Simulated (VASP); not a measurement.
Set up this calculation in VASP 6.6.1, as the native input.

```yaml
Task: single point
Functional: PBEsol
Potentials_or_basis: VASP PAW PBE potentials, release 64 (Sr_sv, Mg_sv, O)
Cutoff: 750 eV
k_mesh: 8 × 8 × 4
Occupations: gaussian, width 0.02 eV
Spin: no spin polarisation
Dipole_correction: no
Further_INCAR_settings: ALGO = Normal; EDIFF = 1e-06; NBANDS = 42
```

The structure of SrMg3O4 lies in POSCAR:

```
SrMg3O4
1.0
    3.2586270012      0.0000000000      0.0000000000
    0.0000000000      3.2586270012      0.0000000000
    0.0000000000      0.0000000000      8.8752272716
Sr Mg O
1 3 4
Direct
    0.0000000000      0.0000000000      0.0000000000
    0.5000000000      0.5000000000      0.7281965520
    0.0000000000      0.0000000000      0.5000000000
    0.5000000000      0.5000000000      0.2718034480
    0.0000000000      0.0000000000      0.2745718602
    0.5000000000      0.5000000000      0.0000000000
    0.0000000000      0.0000000000      0.7254281398
    0.5000000000      0.5000000000      0.5000000000
```

These files were run (other wordings do the same):

INCAR

```
SYSTEM = SrMg3O4
PREC = Accurate
ENCUT = 750
EDIFF = 1E-6
ISMEAR = 0
SIGMA = 0.02
LREAL = .False.
LASPH = .True.
NELM = 120
ALGO = Normal
ISIF = 2
LWAVE = .False.
LCHARG = .False.
GGA = PS
NBANDS = 42
GGA_COMPAT = .False.
```

KPOINTS

```
Automatic mesh
0
Gamma
  8 8 4
  0 0 0
```

Potentials or basis: VASP PAW PBE potentials, release 64 (Sr_sv, Mg_sv, O).

Run with:

```console
$ cat potpaw_PBE.64/Sr_sv/POTCAR potpaw_PBE.64/Mg_sv/POTCAR potpaw_PBE.64/O/POTCAR > POTCAR
$ mpirun -np 1 vasp_std > vasp.out
```

It gave:

```json
{
 "Pressure": "0.2 GPa",
 "Largest force": "0.026 eV/Å",
 "Band gap on the k mesh": "2.17 eV (least direct gap 2.45 eV)"
}
```

Caveat: the PAW data sets were made with another functional, which shifts forces and pressure a little.

It took 6.4 min on 1 thread of AMD EPYC 7R43 64-Core Processor (Zen 3), with other jobs on the host, peak memory 0.38 GiB.
